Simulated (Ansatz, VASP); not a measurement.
# One calculation of Pt, two programs

INCAR

```
SYSTEM = Pt
ALGO = Normal
EDIFF = 1E-6
ENCUT = 500
GGA = CA
GGA_COMPAT = .FALSE.
ISIF = 2
ISMEAR = 0
LASPH = .TRUE.
LCHARG = .FALSE.
LREAL = .FALSE.
LWAVE = .FALSE.
NBANDS = 11
NELM = 120
PREC = Accurate
SIGMA = 0.1
```

The input KPOINTS:

```
k-points
0
G
  8 8 8
  0 0 0
```

POSCAR

```
Pt
1.0
   -1.5842200000      1.5842200000      1.5842200000
    1.5842200000     -1.5842200000      1.5842200000
    1.5842200000      1.5842200000     -1.5842200000
Pt
1
Direct
    0.0000000000      0.0000000000      0.0000000000
```

Input for Ansatz:

```yaml
crystal:
  lattice:
    - [-1.58422, 1.58422, 1.58422]
    - [1.58422, -1.58422, 1.58422]
    - [1.58422, 1.58422, -1.58422]
  atoms:
    - { symbol: Pt, position: [0.0, 0.0, 0.0] }
basis:
  ecutwfc: 420
kpoints:
  mp_grid: { grid: [8, 8, 8] }
hamiltonian:
  xc: lda
scf:
  occupations: { method: gaussian, width: 0.1 }
output:
  forces: true
  stress: true
  eigenvalues: true
```

Alike in both runs: task single point; functional LDA; k mesh 8 × 8 × 8; occupations gaussian, width 0.1 eV; no spin polarisation.

|  | VASP | Ansatz |
| --- | --- | --- |
| version | VASP 6.6.1 | Ansatz 0.2.0 |
| potentials or method | VASP PAW LDA potentials, release 64 (Pt), cutoff 500 eV | scalar-relativistic, plane waves, PAW |
| valence electrons in the cell | 10 | 18 |

|  | VASP | Ansatz | Ansatz less VASP |
| --- | --- | --- | --- |
| gap on the k mesh at the Fermi level (eV) | none | none | - |
| pressure (GPa) | -13.8 | -14.4 | -0.57 |

LDA's correlation is that of Perdew and Zunger in VASP and of Perdew and Wang (1992) in Ansatz. A gap of «none» marks a metal or a gap that the smearing closes. VASP's potentials hold 10 valence electrons a cell and Ansatz's 18, so a difference there can come from the potentials and not from the codes.

Neither program's run includes spin-orbit coupling.
